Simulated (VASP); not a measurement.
# Nd2H3 (R-3m) in VASP: a series of runs

Runs on Nd2H3. Level: PBE. Tasks: relaxation of cell and atoms, single point.

Program: VASP 6.6.1. These are calculated values, not measurements. Logs are shortened: lines on timing, memory, paths and dates and some standing lists are left out, and cuts for length are marked.

## (1) The cell of the first run

It takes space group R-3m (No. 166, trigonal). The conventional cell has a = 5.312 Å, b = 5.312 Å, c = 11.129 Å, α = 90.00°, β = 90.00°, γ = 120.00°. Within 3.6 Å of Nd (site symmetry -3m) lie 6 H at 2.66 Å and 6 Nd at 3.58 Å. Nd (site symmetry -3m) has 6 H at 2.41 Å within 3.2 Å. Within 3.2 Å of H (site symmetry 2/m) lie 4 Nd at 2.41 to 2.66 Å and 4 H at 2.66 Å.

The cell was built from a structure type or drawn by symmetry, and may not be a known phase.

## (2) Relaxation of cell and atoms, PBE

File INCAR:

```
SYSTEM = Nd2H3
  ALGO = Normal
  EDIFF = 1E-7
  EDIFFG = -0.04
  ENCUT = 500
  GGA = PE
  GGA_COMPAT = .FALSE.
  IBRION = 2
  ISIF = 3
  ISMEAR = 0
  LASPH = .TRUE.
  LCHARG = .FALSE.
  LMAXMIX = 6
  LREAL = .FALSE.
  LWAVE = .FALSE.
  NELM = 200
  NELMIN = 4
  NSW = 90
  PREC = Accurate
  SIGMA = 0.1
```

File KPOINTS:

```
k-points
0
G
  6 6 6
  0 0 0
```

File POSCAR:

```
Nd2H3
1.0
    2.6561364200      1.5335210800      3.7097284200
   -2.6561364200      1.5335210800      3.7097284200
    0.0000000000     -3.0670421600      3.7097284200
Nd H
2 3
Direct
    0.5000000000      0.5000000000      0.5000000000
    0.0000000000      0.0000000000      0.0000000000
    0.0000000000      0.0000000000      0.5000000000
    0.5000000000      0.0000000000      0.0000000000
    0.0000000000      0.5000000000      0.0000000000
```

Potentials or basis: VASP PAW PBE potentials, release 64 (Nd_3, H), 4f in core.

Command:

```sh
$ cat potpaw_PBE.64/Nd_3/POTCAR potpaw_PBE.64/H/POTCAR > POTCAR
$ mpirun -np 1 vasp_std > vasp.out
```

OUTCAR:

```text
SYSTEM = Nd2H3
   EDIFF = 1E-7
   EDIFFG = -0.04
   ENCUT = 500
   GGA = PE
   IBRION = 2
   ISIF = 3
   ISMEAR = 0
   LASPH = .TRUE.
   LREAL = .FALSE.
   NELM = 200
   NELMIN = 4
   NSW = 90
   PREC = Accurate

 ion  position               nearest neighbor table
   1  0.500  0.500  0.500-   2 3.58   2 3.58   2 3.58   2 3.58   2 3.58   2 3.58
   2  0.000  0.000  0.000-   1 3.58   1 3.58   1 3.58   1 3.58   1 3.58   1 3.58
   3  0.000  0.000  0.500-
   4  0.500  0.000  0.000-
   5  0.000  0.500  0.000-

  LATTYP: Found a trigonal (rhomboedric) cell.
 ALAT       =     4.8134013505
 COS(alpha) =     0.3909869488

  Lattice vectors:

 A1 = (   2.6561364200,   1.5335210800,   3.7097284200)
 A2 = (  -2.6561364200,   1.5335210800,   3.7097284200)
 A3 = (   0.0000000000,  -3.0670421600,   3.7097284200)

Analysis of symmetry for initial positions (statically):
=====================================================================
 Subroutine PRICEL returns:
 Original cell was already a primitive cell.

 Routine SETGRP: Setting up the symmetry group for a
 trigonal (rhombohedral) supercell.

 Subroutine GETGRP returns: Found 12 space group operations
 (whereof 12 operations were pure point group operations)
 out of a pool of 12 trial point group operations.

The static configuration has the point symmetry D_3d.

Analysis of symmetry for dynamics (positions and initial velocities):
=====================================================================
 Subroutine PRICEL returns:
 Original cell was already a primitive cell.

 Routine SETGRP: Setting up the symmetry group for a
 trigonal (rhombohedral) supercell.

 Subroutine GETGRP returns: Found 12 space group operations
 (whereof 12 operations were pure point group operations)
 out of a pool of 12 trial point group operations.

The dynamic configuration has the point symmetry D_3d.

 Subroutine INISYM returns: Found 12 space group operations
 (whereof 12 operations are pure point group operations),
 and found     1 'primitive' translations

----------------------------------------------------------------------------------------

                                     Primitive cell

  volume of cell :      90.6637

  direct lattice vectors                    reciprocal lattice vectors
     2.656136420  1.533521080  3.709728420     0.188243343  0.108682345  0.089853837
    -2.656136420  1.533521080  3.709728420    -0.188243343  0.108682345  0.089853837
     0.000000000 -3.067042160  3.709728420     0.000000000 -0.217364689  0.089853837

  length of vectors
     4.813401348  4.813401348  4.813401351     0.235204423  0.235204423  0.235204422

  position of ions in fractional coordinates (direct lattice)
     0.500000000  0.500000000  0.500000000
     0.000000000  0.000000000  0.000000000
     0.000000000  0.000000000  0.500000000
     0.500000000  0.000000000  0.000000000
     0.000000000  0.500000000  0.000000000

  ion indices of the primitive-cell ions
   primitive index   ion index
                 1           1
                 2           2
                 3           3
                 4           4
                 5           5

----------------------------------------------------------------------------------------

 KPOINTS: k-points

Automatic generation of k-mesh.
 Grid dimensions read from file:
 generate k-points for:    6    6    6

 Generating k-lattice:

  Cartesian coordinates                     Fractional coordinates (reciprocal lattice)
     0.031373891  0.018113724  0.014975640     0.166666667  0.000000000  0.000000000
    -0.031373891  0.018113724  0.014975640     0.000000000  0.166666667  0.000000000
     0.000000000 -0.036227448  0.014975640     0.000000000  0.000000000  0.166666667

  Length of vectors
     0.039200737  0.039200737  0.039200737

  Shift w.r.t. Gamma in fractional coordinates (k-lattice)
     0.000000000  0.000000000  0.000000000

 Subroutine IBZKPT returns following result:
 ===========================================

 Found     32 irreducible k-points:

 Following reciprocal coordinates:
            Coordinates               Weight
  0.000000  0.000000  0.000000      1.000000
  0.166667  0.000000  0.000000      6.000000
  0.333333  0.000000 -0.000000      6.000000
  0.500000  0.000000  0.000000      3.000000
  0.166667  0.166667 -0.000000      6.000000
  0.333333  0.166667  0.000000     12.000000
[... 16 lines left out ...]
  0.500000  0.500000  0.166667      6.000000
 -0.333333  0.500000  0.166667     12.000000
 [... further k-points ...]
   k-points           NKPTS =     32   k-points in BZ     NKDIM =     32   number of bands    NBANDS=     16
   number of dos      NEDOS =    301   number of ions     NIONS =      5
   total plane-waves  NPLWV =  46656
   dimension x,y,z NGX =    36 NGY =   36 NGZ =   36
   dimension x,y,z NGXF=    72 NGYF=   72 NGZF=   72
   ions per type =               2   3
   NGX,Y,Z   is equivalent  to a cutoff of  12.43, 12.43, 12.43 a.u.
   NGXF,Y,Z  is equivalent  to a cutoff of  24.87, 24.87, 24.87 a.u.
 SYSTEM =  Nd2H3
   PREC   = accura    normal or accurate (medium, high low for compatibility)
   ISTART =      0    job   : 0-new  1-cont  2-samecut
   ICHARG =      2    charge: 1-file 2-atom 10-const
   ISPIN  =      1    spin polarized calculation?
   LNONCOLLINEAR =      F non collinear calculations
   LSORBIT =      F    spin-orbit coupling
   LASPH  =      T    aspherical Exc in radial PAW
   ENCUT  =  500.0 eV  36.75 Ry    6.06 a.u.   8.78  8.78  8.78*2*pi/ulx,y,z
   NELM   =    200;   NELMIN=  4; NELMDL= -5     # of ELM steps
   EDIFF  = 0.1E-06   stopping-criterion for ELM
   LREAL  =      F    real-space projection
   EDIFFG = -.4E-01   stopping-criterion for IOM
   NSW    =     90    number of steps for IOM
   IBRION =      2    ionic relax: 0-MD 1-quasi-New 2-CG
   NFREE  =      1    steps in history (QN), initial steepest desc. (CG)
   ISIF   =      3    stress and relaxation
   ISYM   =      2    0-nonsym 1-usesym 2-fastsym
   POTIM  = 0.5000    time-step for ionic-motion
   TEBEG  =    0.0;   TEEND  =   0.0 temperature during run
   PSTRESS=    0.0 pullay stress
   NELECT =      25.0000    total number of electrons
   NUPDOWN=      -1.0000    fix difference up-down
   EMIN   =  10.00;   EMAX   =-10.00  energy-range for DOS
   EFERMI =   0.00;   METHOD = LEGACY
   ISMEAR =     0;   SIGMA  =   0.10  broadening in eV -4-tet -1-fermi 0-gaus
   EFERMI_NEDOS =   21; number of points for ismear=-14 and -15
   IALGO  =     38    algorithm
   IMIX   =      4    mixing-type and parameters
     AMIX     =   0.40;   BMIX     =  1.00
     AMIX_MAG =   1.60;   BMIX_MAG =  1.00
  volume/ion in A,a.u.               =      18.13       122.37
  Fermi-wavevector in a.u.,A,eV,Ry     =   1.065558  2.013612 15.448237  1.135413
  Thomas-Fermi vector in A             =   2.201113
   LORBIT       =      0    0 simple, 1 ext, 2 COOP (PROOUT), +10 PAW based schemes
   GGA     = PE    functional components
   LHFCALC =     F    Hartree Fock is set to
   AEXX    =    0.0000 exact exchange contribution
   IVDW    =     0    specifies the selected vdW correction
   LEPSILON=     F    determine dielectric tensor
   LRPA    =     F    only Hartree local field effects (RPA)
 conjugate gradient relaxation of ions
 non-spin polarized calculation
 Gauss-broadening in eV      SIGMA  =   0.10
  energy-cutoff  :      500.00
  volume of cell :       90.66
 maximum number of plane-waves:      2318
   NGX = 17   NGY = 17   NGZ = 17

--------------------------------------- Ionic step        1  -------------------------------------------

 number of electron      24.9999998 magnetization

 Free energy of the ion-electron system (eV)
  ---------------------------------------------------
  ext. energy  EPLUGINS =         0.00000000
  ---------------------------------------------------
  free energy    TOTEN  =       -20.17817729 eV

  energy without entropy =      -20.15494044  energy(sigma->0) =      -20.16655886

------------------------ aborting loop because EDIFF is reached ----------------------------------------

  FORCE on cell =-STRESS in cart. coord.  units (eV):
  Direction    XX          YY          ZZ          XY          YZ          ZX
  --------------------------------------------------------------------------------------
  -------------------------------------------------------------------------------------
  Total       -2.5622726     -2.5622726     -2.1631023      0.0000000      0.0000000      0.0000000
  in kB      -45.2795830    -45.2795831    -38.2255852      0.0000000      0.0000000      0.0000000
  external PRESSURE =     -42.9282504 kB  Pullay stress =       0.0000000 kB
[... 180 lines left out ...]
  energy  without entropy=      -20.2945920423  energy(sigma->0) =      -20.30383646

--------------------------------------- Ionic step        6  -------------------------------------------

 number of electron      25.0000002 magnetization

 E-fermi :   2.8996     XC(G=0):  -9.5681

 val. band max:        2.8950566143   @ k =   0.5000   0.3333  -0.0000
 cond. band min:       2.9632495532   @ k =  -0.3333  -0.3333   0.1667
 fundamental gap:      0.0681929388
 Fermi energy:         2.8995757783

 k-point     1 :       0.0000    0.0000    0.0000
  band No.  band energies     occupation
      1     -35.3342      2.00000
      2     -34.8227      2.00000
      3     -16.6738      2.00000
      4     -16.6738      2.00000
      5     -16.5379      2.00000
      6     -15.8318      2.00000
[... 8 lines left out ...]
     15       7.2736      0.00000
     16       7.7099      0.00000
[... 420 lines left out ...]
  band No.  band energies     occupation
      1     -35.2988      2.00000
      2     -34.8501      2.00000
      3     -16.8984      2.00000
      4     -16.8170      2.00000
      5     -16.5708      2.00000
      6     -15.9835      2.00000
[... 8 lines left out ...]
     15       4.5561      0.00000
     16       5.5103      0.00000

 [... further k-points ...]

------------------------ aborting loop because EDIFF is reached ----------------------------------------

  FORCE on cell =-STRESS in cart. coord.  units (eV):
  Direction    XX          YY          ZZ          XY          YZ          ZX
  --------------------------------------------------------------------------------------
  -------------------------------------------------------------------------------------
  Total       -0.1078008     -0.1078008      0.2998658     -0.0000000     -0.0000000      0.0000000
  in kB       -2.1199786     -2.1199786      5.8970717     -0.0000000     -0.0000000      0.0000000
  external PRESSURE =       0.5523715 kB  Pullay stress =       0.0000000 kB
[... 24 lines left out ...]
  energy  without entropy=      -20.3019166359  energy(sigma->0) =      -20.31051356

--------------------------------------- Ionic step        7  -------------------------------------------

 number of electron      25.0000001 magnetization

 Free energy of the ion-electron system (eV)
  ---------------------------------------------------
  ext. energy  EPLUGINS =         0.00000000
  ---------------------------------------------------
  free energy    TOTEN  =       -20.32409493 eV

  energy without entropy =      -20.30691727  energy(sigma->0) =      -20.31550610

 E-fermi :   2.9073     XC(G=0):  -9.5808

 val. band max:        2.8760896319   @ k =   0.3333   0.1667   0.1667
 cond. band min:       2.9091523200   @ k =   0.5000   0.3333  -0.0000
 fundamental gap:      0.0330626881
 Fermi energy:         2.9073058208

 k-point     1 :       0.0000    0.0000    0.0000
  band No.  band energies     occupation
      1     -35.2788      2.00000
      2     -34.8700      2.00000
      3     -16.6433      2.00000
      4     -16.6433      2.00000
      5     -16.5336      2.00000
      6     -15.8470      2.00000
[... 8 lines left out ...]
     15       7.2847      0.00000
     16       7.9570      0.00000
[... 420 lines left out ...]
  band No.  band energies     occupation
      1     -35.2305      2.00000
      2     -34.9108      2.00000
      3     -16.8933      2.00000
      4     -16.8037      2.00000
      5     -16.5452      2.00000
      6     -16.0047      2.00000
[... 8 lines left out ...]
     15       4.5369      0.00000
     16       5.4626      0.00000

 [... further k-points ...]

------------------------ aborting loop because EDIFF is reached ----------------------------------------

  FORCE on cell =-STRESS in cart. coord.  units (eV):
  Direction    XX          YY          ZZ          XY          YZ          ZX
  --------------------------------------------------------------------------------------
  -------------------------------------------------------------------------------------
  Total        0.0741920      0.0741920      0.0729573     -0.0000000     -0.0000000      0.0000000
  in kB        1.4633643      1.4633643      1.4390113     -0.0000000     -0.0000000      0.0000000
  external PRESSURE =       1.4552466 kB  Pullay stress =       0.0000000 kB
[... 20 lines left out ...]
  FREE ENERGIE OF THE ION-ELECTRON SYSTEM (eV)
  ---------------------------------------------------
  free  energy   TOTEN  =       -20.3240949298 eV

  energy  without entropy=      -20.3069172730  energy(sigma->0) =      -20.31550610

 reached required accuracy - stopping structural energy minimisation
```

Run time: 3.1 min. Hardware: 1 thread of Intel Xeon Platinum 8488C (Sapphire Rapids), shared host; peak memory 0.22 GiB.

Results:

| Property | Result |
| --- | --- |
| Free energy | -20.3241 eV |
| Relaxed volume | 16.25 Å³/atom |
| Relaxed cell | a = 4.728 Å, b = 4.728 Å, c = 4.728 Å, α = 63.95°, β = 63.95°, γ = 63.95° |
| Space group after relaxing (to 0.1 Å) | R-3m (No. 166) |
| Energy gained by relaxing | 29.2 meV/atom |
| Ionic steps | 7 |
| Pressure after relaxing | 0.1 GPa |
| Band gap on the k mesh | zero (an odd number of electrons rules out a gap without spin polarisation) |

Step by step:
```
step  energy change (eV)  largest force (eV/Å)  pressure (GPa)  volume (Å³)
   1              0.0000                0.0000           -4.29        90.66
   2             -0.1180                0.0000           -1.56        84.44
   3             -0.1325                0.0000           -0.08        81.80
   4             -0.1325                0.0000            0.05        81.59
   5             -0.1349                0.0000            0.04        81.56
   6             -0.1409                0.0000            0.06        81.47
   7             -0.1459                0.0000            0.15        81.23
```

Final structure:
```
Nd H
1.0
     2.50355    1.44543    3.74120
    -2.50355    1.44543    3.74120
     0.00000   -2.89085    3.74120
Nd H
2 3
Direct
  0.50000 0.50000 0.50000
  0.00000 0.00000 0.00000
  0.00000 0.00000 0.50000
  0.50000 0.00000 0.00000
  0.00000 0.50000 0.00000
```

Caveat: spin-orbit coupling is left out, which moves the levels of the heavy elements; the 4f electrons are frozen in the core, so they carry no moment and show no levels. Spin polarisation is off, so any magnetic state and its effect on volume and gap are missing.

## (3) Single point, PBE

This run uses another cell than the first one, of 16.31 Å³/atom.

File INCAR:

```
PREC = Accurate
ENCUT = 500
EDIFF = 1E-6
ISMEAR = 0
SIGMA = 0.1
LREAL = False
LASPH = True
NELM = 200
ALGO = Normal
ISIF = 2
LWAVE = False
LCHARG = False
GGA = PE
NBANDS = 20
GGA_COMPAT = False
LMAXMIX = 6
```

File KPOINTS:

```
regular mesh
0
Gamma
  12 12 12
```

POSCAR, as its differences from that of step 2:

```diff
@@ -2,5 +2,5 @@
 1.0
-    2.6561364200      1.5335210800      3.7097284200
-   -2.6561364200      1.5335210800      3.7097284200
-    0.0000000000     -3.0670421600      3.7097284200
+    2.5062164957      1.4469647684      3.7472510004
+   -2.5062164957      1.4469647684      3.7472510004
+    0.0000000000     -2.8939295368      3.7472510004
 Nd H
```

Potentials or basis: VASP PAW PBE potentials, release 64 (Nd_3, H), 4f in core.

Command:

```sh
$ cat potpaw_PBE.64/Nd_3/POTCAR potpaw_PBE.64/H/POTCAR > POTCAR
$ mpirun -np 1 vasp_std > vasp.out
```

Run time: 3.3 min. Hardware: 1 thread of Intel Xeon Platinum 8488C (Sapphire Rapids), shared host; peak memory 0.38 GiB.

It converged, with:

```yaml
Free_energy: -20.3168 eV
Pressure: 0.0 GPa
Band_gap_on_the_k_mesh: zero (an odd number of electrons rules out a gap without spin polarisation)
```

Stress tensor (GPa, compression positive):
```
-0.09  0.00  0.00
 0.00 -0.09  0.00
 0.00  0.00  0.05
```

Levels at points of the mesh, in eV from the Fermi level:
```
           k point  band 9  band 10  band 11  band 12  band 13  band 14  band 15  band 16
(0.00, 0.00, 0.00)   -6.63    -4.25    -4.25    -1.19    -0.82    -0.82     4.35     5.01
(0.50, 0.00, 0.00)   -4.85    -3.91    -3.22     0.21     0.84     1.03     1.92     1.95
(0.50, 0.50, 0.00)   -5.19    -3.28    -1.70    -1.62    -0.26    -0.11     2.35     2.43
(0.50, 0.50, 0.50)   -4.90    -2.78    -2.78    -0.98     0.97     0.97     2.29     2.29
```

Caveat: spin-orbit coupling is left out, which moves the levels of the heavy elements; the 4f electrons are frozen in the core, so they carry no moment and show no levels. Spin polarisation is off, so any magnetic state and its effect on volume and gap are missing.

## (4) Relaxation of cell and atoms, PBE

This run uses another cell than the first one, of 16.29 Å³/atom.

File INCAR:

```
SYSTEM = Nd2H3
PREC = Accurate
ENCUT = 500
EDIFF = 1E-7
ISMEAR = 0
SIGMA = 0.1
LREAL = .False.
LASPH = .True.
NELM = 200
ALGO = Normal
ISIF = 3
LWAVE = .False.
LCHARG = .False.
GGA = PE
IBRION = 2
NSW = 100
EDIFFG = -0.01
GGA_COMPAT = .False.
NELMIN = 4
LMAXMIX = 6
```

File KPOINTS:

```
Automatic mesh
0
Gamma
  12 12 12
  0 0 0
```

POSCAR, as its differences from that of step 3:

```diff
@@ -2,5 +2,5 @@
 1.0
-    2.5062164957      1.4469647684      3.7472510004
-   -2.5062164957      1.4469647684      3.7472510004
-    0.0000000000     -2.8939295368      3.7472510004
+    2.5063419830      1.4470372186      3.7434782009
+   -2.5063419830      1.4470372186      3.7434782009
+    0.0000000000     -2.8940744371      3.7434782009
 Nd H
```

Command:

```sh
$ cat potpaw_PBE.64/Nd_3/POTCAR potpaw_PBE.64/H/POTCAR > POTCAR
$ mpirun -np 1 vasp_std > vasp.out
```

It took 3.9 min on 1 thread of Intel Xeon Platinum 8488C (Sapphire Rapids), shared host; peak memory 0.36 GiB.

It converged, with:

```
Free energy               : -20.3167 eV
Energy gained by relaxing : 0.0 meV/atom
Ionic steps               : 2
Pressure after relaxing   : 0.0 GPa
Band gap on the k mesh    : zero (an odd number of electrons rules out a gap without spin polarisation)
```

Stress tensor (GPa, compression positive):
```
-0.05  0.00  0.00
 0.00 -0.05  0.00
 0.00  0.00  0.09
```

Final structure:
```
Nd H
1.0
     2.50568    1.44666    3.74551
    -2.50568    1.44666    3.74551
     0.00000   -2.89331    3.74551
Nd H
2 3
Direct
  0.50000 0.50000 0.50000
  0.00000 0.00000 0.00000
  0.00000 0.00000 0.50000
  0.50000 0.00000 0.00000
  0.00000 0.50000 0.00000
```

Levels at points of the mesh, in eV from the Fermi level:
```
           k point  band 10  band 11  band 12  band 13  band 14  band 15
(0.00, 0.00, 0.00)    -4.25    -4.25    -1.19    -0.82    -0.82     4.35
(0.50, 0.00, 0.00)    -3.91    -3.22     0.21     0.84     1.03     1.93
(0.50, 0.50, 0.00)    -3.28    -1.70    -1.62    -0.26    -0.11     2.35
(0.50, 0.50, 0.50)    -2.78    -2.78    -0.98     0.97     0.97     2.30
```

Caveat: spin-orbit coupling is left out, which moves the levels of the heavy elements; the 4f electrons are frozen in the core, so they carry no moment and show no levels.

## (5) The runs side by side

| task | cell | k mesh | gap on the mesh (eV) | pressure (GPa) | relaxed volume (Å³/atom) |
| --- | --- | --- | --- | --- | --- |
| relaxation of cell and atoms | relaxed from a = 4.813 Å, angles 67.0°, 5 atoms | 6 × 6 × 6 | none | 0.1 | 16.25 |
| single point | a = 4.735 Å, angles 63.9°, 5 atoms | 12 × 12 × 12 | none | 0.0 | - |
| relaxation of cell and atoms | relaxed from a = 4.732 Å, angles 64.0°, 5 atoms | 12 × 12 × 12 | none | 0.0 | 16.29 |

Alike in all rows: level PBE; potentials or basis VASP PAW PBE potentials, release 64 (Nd_3, H), 4f in core; no spin polarisation; cutoff (eV) 500; smearing gaussian 0.1 eV.

Caveats: spin-orbit coupling is left out, which moves the levels of the heavy elements; the 4f electrons are frozen in the core, so they carry no moment and show no levels.

Absolute energies hang on the potentials; compare differences alone.
